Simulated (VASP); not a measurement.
# Ga (Im-3m) in VASP: a series of runs

Runs on Ga. Level: PBE+D3(BJ). Tasks: single point, relaxation of cell and atoms.

All numbers are computed with VASP 6.6.1; they aren't measurements. Logs are shortened: lines on timing, memory, paths and dates and some standing lists are left out, and cuts for length are marked.

## (1) The cell of the first run

The structure is cubic, space group Im-3m (No. 229). Conventional cell: a = 3.322 Å, b = 3.322 Å, c = 3.322 Å, α = 90.00°, β = 90.00°, γ = 90.00°. Ga (site symmetry m-3m) has 14 Ga at 2.88 to 3.32 Å within 3.8 Å.

This isn't the form of Ga at room conditions, which is orthorhombic.

## (2) Single point, PBE+D3(BJ)

INCAR

```
SYSTEM = Ga
ALGO = Normal
EDIFF = 1E-6
ENCUT = 500
GGA = PE
GGA_COMPAT = .FALSE.
ISIF = 2
ISMEAR = -1
IVDW = 12
LASPH = .TRUE.
LCHARG = .FALSE.
LREAL = .FALSE.
LWAVE = .FALSE.
NBANDS = 12
NELM = 120
PREC = Accurate
SIGMA = 0.1
```

KPOINTS

```
k-points
0
G
  8 8 8
  0 0 0
```

POSCAR

```
Ga
1.0
   -1.6610634839      1.6610634839      1.6610634839
    1.6610634839     -1.6610634839      1.6610634839
    1.6610634839      1.6610634839     -1.6610634839
Ga
1
Direct
    0.0000000000      0.0000000000      0.0000000000
```

Potentials or basis: VASP PAW PBE potentials, release 64 (Ga_d).

On the command line:

```console
$ cat potpaw_PBE.64/Ga_d/POTCAR > POTCAR
$ mpirun -np 1 vasp_std > vasp.out
```

OUTCAR:

```text
SYSTEM = Ga
   EDIFF = 1E-6
   ENCUT = 500
   GGA = PE
   ISIF = 2
   ISMEAR = -1
   IVDW = 12
   LASPH = .TRUE.
   LREAL = .FALSE.
   NELM = 120
   PREC = Accurate
 IVDW          = 12

 ion  position               nearest neighbor table
   1  0.000  0.000  0.000-

  LATTYP: Found a body centered cubic cell.
 ALAT       =     3.3221269678

  Lattice vectors:

 A1 = (  -1.6610634839,   1.6610634839,   1.6610634839)
 A2 = (   1.6610634839,  -1.6610634839,   1.6610634839)
 A3 = (   1.6610634839,   1.6610634839,  -1.6610634839)

Analysis of symmetry for initial positions (statically):
=====================================================================
 Subroutine PRICEL returns:
 Original cell was already a primitive cell.

 Routine SETGRP: Setting up the symmetry group for a
 body centered cubic supercell.

 Subroutine GETGRP returns: Found 48 space group operations
 (whereof 48 operations were pure point group operations)
 out of a pool of 48 trial point group operations.

The static configuration has the point symmetry O_h .

Analysis of symmetry for dynamics (positions and initial velocities):
=====================================================================
 Subroutine PRICEL returns:
 Original cell was already a primitive cell.

 Routine SETGRP: Setting up the symmetry group for a
 body centered cubic supercell.

 Subroutine GETGRP returns: Found 48 space group operations
 (whereof 48 operations were pure point group operations)
 out of a pool of 48 trial point group operations.

The dynamic configuration has the point symmetry O_h .

 Subroutine INISYM returns: Found 48 space group operations
 (whereof 48 operations are pure point group operations),
 and found     1 'primitive' translations

----------------------------------------------------------------------------------------

                                     Primitive cell

  volume of cell :      18.3324

  direct lattice vectors                    reciprocal lattice vectors
    -1.661063484  1.661063484  1.661063484     0.000000000  0.301011975  0.301011975
     1.661063484 -1.661063484  1.661063484     0.301011975  0.000000000  0.301011975
     1.661063484  1.661063484 -1.661063484     0.301011975  0.301011975  0.000000000

  length of vectors
     2.877046349  2.877046349  2.877046349     0.425695218  0.425695218  0.425695218

  position of ions in fractional coordinates (direct lattice)
     0.000000000  0.000000000  0.000000000

  ion indices of the primitive-cell ions
   primitive index   ion index
                 1           1

----------------------------------------------------------------------------------------

 KPOINTS: k-points

Automatic generation of k-mesh.
 Grid dimensions read from file:
 generate k-points for:    8    8    8

 Generating k-lattice:

  Cartesian coordinates                     Fractional coordinates (reciprocal lattice)
     0.000000000  0.037626497  0.037626497     0.125000000  0.000000000  0.000000000
     0.037626497  0.000000000  0.037626497     0.000000000  0.125000000  0.000000000
     0.037626497  0.037626497  0.000000000     0.000000000  0.000000000  0.125000000

  Length of vectors
     0.053211902  0.053211902  0.053211902

  Shift w.r.t. Gamma in fractional coordinates (k-lattice)
     0.000000000  0.000000000  0.000000000

 Subroutine IBZKPT returns following result:
 ===========================================

 Found     29 irreducible k-points:

 Following reciprocal coordinates:
            Coordinates               Weight
  0.000000  0.000000  0.000000      1.000000
  0.125000  0.000000  0.000000     12.000000
  0.250000  0.000000  0.000000     12.000000
  0.375000  0.000000  0.000000     12.000000
  0.500000  0.000000  0.000000      6.000000
  0.125000  0.125000  0.000000     24.000000
[... 16 lines left out ...]
 -0.250000  0.250000  0.250000      6.000000
 -0.375000  0.375000  0.250000     24.000000
 [... further k-points ...]
   k-points           NKPTS =     29   k-points in BZ     NKDIM =     29   number of bands    NBANDS=     12
   number of dos      NEDOS =    301   number of ions     NIONS =      1
   total plane-waves  NPLWV =  13824
   dimension x,y,z NGX =    24 NGY =   24 NGZ =   24
   dimension x,y,z NGXF=    48 NGYF=   48 NGZF=   48
   ions per type =               1
   NGX,Y,Z   is equivalent  to a cutoff of  13.87, 13.87, 13.87 a.u.
   NGXF,Y,Z  is equivalent  to a cutoff of  27.74, 27.74, 27.74 a.u.
 SYSTEM =  Ga
   PREC   = accura    normal or accurate (medium, high low for compatibility)
   ISTART =      0    job   : 0-new  1-cont  2-samecut
   ICHARG =      2    charge: 1-file 2-atom 10-const
   ISPIN  =      1    spin polarized calculation?
   LNONCOLLINEAR =      F non collinear calculations
   LSORBIT =      F    spin-orbit coupling
   LASPH  =      T    aspherical Exc in radial PAW
   ENCUT  =  500.0 eV  36.75 Ry    6.06 a.u.   5.25  5.25  5.25*2*pi/ulx,y,z
   NELM   =    120;   NELMIN=  2; NELMDL= -5     # of ELM steps
   EDIFF  = 0.1E-05   stopping-criterion for ELM
   LREAL  =      F    real-space projection
   EDIFFG = 0.1E-04   stopping-criterion for IOM
   NSW    =      0    number of steps for IOM
   IBRION =     -1    ionic relax: 0-MD 1-quasi-New 2-CG
   NFREE  =      0    steps in history (QN), initial steepest desc. (CG)
   ISIF   =      2    stress and relaxation
   ISYM   =      2    0-nonsym 1-usesym 2-fastsym
   POTIM  = 0.5000    time-step for ionic-motion
   TEBEG  =    0.0;   TEEND  =   0.0 temperature during run
   PSTRESS=    0.0 pullay stress
   NELECT =      13.0000    total number of electrons
   NUPDOWN=      -1.0000    fix difference up-down
   EMIN   =  10.00;   EMAX   =-10.00  energy-range for DOS
   EFERMI =   0.00;   METHOD = LEGACY
   ISMEAR =    -1;   SIGMA  =   0.10  broadening in eV -4-tet -1-fermi 0-gaus
   EFERMI_NEDOS =   21; number of points for ismear=-14 and -15
   IALGO  =     38    algorithm
   IMIX   =      4    mixing-type and parameters
     AMIX     =   0.40;   BMIX     =  1.00
     AMIX_MAG =   1.60;   BMIX_MAG =  1.00
  volume/ion in A,a.u.               =      18.33       123.71
  Fermi-wavevector in a.u.,A,eV,Ry     =   1.459877  2.758768 28.997308  2.131242
  Thomas-Fermi vector in A             =   2.576393
   LORBIT       =      0    0 simple, 1 ext, 2 COOP (PROOUT), +10 PAW based schemes
   GGA     = PE    functional components
   LHFCALC =     F    Hartree Fock is set to
   AEXX    =    0.0000 exact exchange contribution
   IVDW    =    12    specifies the selected vdW correction
   LEPSILON=     F    determine dielectric tensor
   LRPA    =     F    only Hartree local field effects (RPA)
 non-spin polarized calculation
  energy-cutoff  :      500.00
  volume of cell :       18.33
 maximum number of plane-waves:       476
 NGX is ok and might be reduce to    24
   NGX = 11   NGY = 11   NGZ = 11

 number of electron      13.0000004 magnetization

 Free energy of the ion-electron system (eV)
  ---------------------------------------------------
  ext. energy  EPLUGINS =         0.00000000
  ---------------------------------------------------
  free energy    TOTEN  =        -2.83697419 eV

  energy without entropy =       -2.81432948  energy(sigma->0) =       -2.82565184

 E-fermi :   6.0039     XC(G=0): -11.1643

 val. band max:        6.0015840912   @ k =  -0.3750   0.3750   0.1250
 cond. band min:       6.0167507775   @ k =  -0.3750   0.5000   0.2500
 fundamental gap:      0.0151666863
 Fermi energy:         6.0039353131

 k-point     1 :       0.0000    0.0000    0.0000
  band No.  band energies     occupation
      1      -9.1271      2.00000
      2      -9.1271      2.00000
      3      -9.1271      2.00000
      4      -8.9267      2.00000
      5      -8.9267      2.00000
      6      -5.4314      2.00000
      7      18.7561      0.00000
      8      18.7561      0.00000
      9      18.7561      0.00000
     10      23.2995      0.00000
     11      23.2995      0.00000
     12      23.2995      0.00000

 k-point     2 :       0.1250    0.0000    0.0000
  band No.  band energies     occupation
      1      -9.1405      2.00000
      2      -9.1197      2.00000
      3      -9.0811      2.00000
      4      -8.9395      2.00000
      5      -8.9267      2.00000
      6      -4.9959      2.00000
      7      15.4113      0.00000
      8      17.1016      0.00000
      9      18.0318      0.00000
     10      20.7001      0.00000
     11      20.8005      0.00000
     12      22.9005      0.00000

 k-point     3 :       0.2500    0.0000    0.0000
  band No.  band energies     occupation
      1      -9.1728      2.00000
      2      -9.1277      2.00000
      3      -8.9678      2.00000
      4      -8.9549      2.00000
      5      -8.9263      2.00000
      6      -3.6736      2.00000
      7      10.2572      0.00000
      8      14.9494      0.00000
      9      16.5678      0.00000
     10      18.9161      0.00000
     11      19.0939      0.00000
     12      23.7319      0.00000
[... 286 lines left out ...]
 k-point    23 :      -0.2500    0.2500    0.2500
  band No.  band energies     occupation
      1      -9.0753      2.00000
      2      -9.0215      2.00000
      3      -9.0215      2.00000
      4      -8.9968      2.00000
      5      -8.9775      2.00000
      6      -1.9189      2.00000
      7      11.1813      0.00000
      8      11.1813      0.00000
      9      11.7700      0.00000
     10      14.6633      0.00000
     11      25.4747      0.00000
     12      25.4751      0.00000

 k-point    24 :      -0.3750    0.3750    0.2500
  band No.  band energies     occupation
      1      -9.1323      2.00000
      2      -9.0640      2.00000
      3      -9.0237      2.00000
      4      -8.9612      2.00000
      5      -8.8697      2.00000
      6       0.2644      2.00000
      7       7.1857      0.00001
      8       9.8068      0.00000
      9      11.6901      0.00000
     10      15.0093      0.00000
     11      21.4397      0.00000
     12      24.5923      0.00000

 [... further k-points ...]

------------------------ aborting loop because EDIFF is reached ----------------------------------------

 Edisp (eV)   -0.31256

 E8    (eV) :    -0.1459

  FORCE on cell =-STRESS in cart. coord.  units (eV):
  Direction    XX          YY          ZZ          XY          YZ          ZX
  --------------------------------------------------------------------------------------
  -------------------------------------------------------------------------------------
  Total       0.00780     0.00780     0.00780    -0.00000    -0.00000     0.00000
  in kB       0.68173     0.68173     0.68173    -0.00000    -0.00000     0.00000
  external pressure =        0.68 kB  Pullay stress =        0.00 kB

 VOLUME and BASIS-vectors are now :
 -----------------------------------------------------------------------------
  energy-cutoff  :      500.00
  volume of cell :       18.33
      direct lattice vectors                 reciprocal lattice vectors
    -1.661063484  1.661063484  1.661063484     0.000000000  0.301011975  0.301011975
     1.661063484 -1.661063484  1.661063484     0.301011975  0.000000000  0.301011975
     1.661063484  1.661063484 -1.661063484     0.301011975  0.301011975  0.000000000

 POSITION                                       TOTAL-FORCE (eV/Angst)
 -----------------------------------------------------------------------------------
      0.00000      0.00000      0.00000         0.000000      0.000000     -0.000000
 -----------------------------------------------------------------------------------
    total drift:                                0.000000      0.000000      0.000000

  FREE ENERGIE OF THE ION-ELECTRON SYSTEM (eV)
  ---------------------------------------------------
  free  energy   TOTEN  =        -3.1495385127 eV

  energy  without entropy=       -3.1268937982  energy(sigma->0) =       -3.13821616
```

Run time: 7.6 s. Hardware: 1 thread of AMD EPYC 7R43 (Zen 3), shared host; peak memory 0.11 GiB.

Results:

```yaml
Free_energy: -3.1495 eV
Pressure: 0.1 GPa
Band_gap_on_the_k_mesh: zero (an odd number of electrons rules out a gap without spin polarisation)
Dispersion_energy_per_atom: -0.313 eV
```

(Part 1 of 2 ends here.)
